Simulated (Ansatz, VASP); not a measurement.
**One calculation of SrTiO3, two programs**

INCAR

```
SYSTEM = SrTiO3
  ALGO = Normal
  EDIFF = 1E-6
  ENCUT = 520
  GGA = PS
  ISIF = 2
  ISMEAR = 0
  LASPH = .TRUE.
  LCHARG = .FALSE.
  LREAL = .FALSE.
  LWAVE = .FALSE.
  NBANDS = 28
  NELM = 80
  PREC = Accurate
  SIGMA = 0.05
```

KPOINTS

```
k-points
0
G
  8 8 8
  0 0 0
```

Contents of POSCAR:

```
SrTiO3
1.0
    3.8911201355      0.0000000000      0.0000000000
    0.0000000000      3.8911201355      0.0000000000
    0.0000000000      0.0000000000      3.8911201355
Sr Ti O
1 1 3
Direct
    0.0000000000     -0.0090861597     -0.0090861597
    0.5000000000      0.5000000000      0.5000000000
    0.0000000000      0.5000000000      0.5000000000
    0.5000000000      0.0000000000      0.5000000000
    0.5000000000      0.5000000000      0.0000000000
```

Input for Ansatz:

```yaml
crystal:
  lattice:
    - [3.8911201355, 0.0, 0.0]
    - [0.0, 3.8911201355, 0.0]
    - [0.0, 0.0, 3.8911201355]
  atoms:
    - { symbol: Sr, position: [0.0, -0.0090861597, -0.0090861597] }
    - { symbol: Ti, position: [0.5, 0.5, 0.5] }
    - { symbol: O, position: [0.0, 0.5, 0.5] }
    - { symbol: O, position: [0.5, 0.0, 0.5] }
    - { symbol: O, position: [0.5, 0.5, 0.0] }
basis:
  ecutwfc: 420
kpoints:
  mp_grid: { grid: [8, 8, 8] }
hamiltonian:
  xc: pbesol
scf:
  occupations: { method: gaussian, width: 0.05 }
output:
  forces: true
  stress: true
  eigenvalues: true
```

Change from the starting cell: all Sr atoms moved +0.050 Å, as atom 1 towards its neighbour atom 3 (O) at 2.751 Å.

Alike in both runs: task single point; functional PBEsol; k mesh 8 × 8 × 8; occupations gaussian, width 0.05 eV; no spin polarisation.

|  | VASP | Ansatz |
| --- | --- | --- |
| version | VASP 6.6.1 | Ansatz 0.2.0 |
| potentials or method | VASP PAW PBE potentials, release 64 (Sr_sv, Ti_sv, O), cutoff 520 eV | scalar-relativistic, plane waves, PAW |
| valence electrons in the cell | 40 | 40 |

```tsv
	VASP	Ansatz	Ansatz less VASP
gap on the k mesh at the Fermi level (eV)	1.82	1.85	+0.032
least direct gap on the mesh (eV)	2.17	2.19	+0.021
pressure (GPa)	0.7	0.1	-0.67
traceless stress, the component that is largest in VASP (GPa)	0.07	0.07	-0.001
rms of the force components (eV/Å)	0.064	0.062	-0.0016
```

VASP's potentials were made for PBE, not for PBEsol. Atom by atom the forces differ by 0.002 eV/Å (rms over components). With one functional, cell and mesh, what is left measures potentials, basis and numerics.
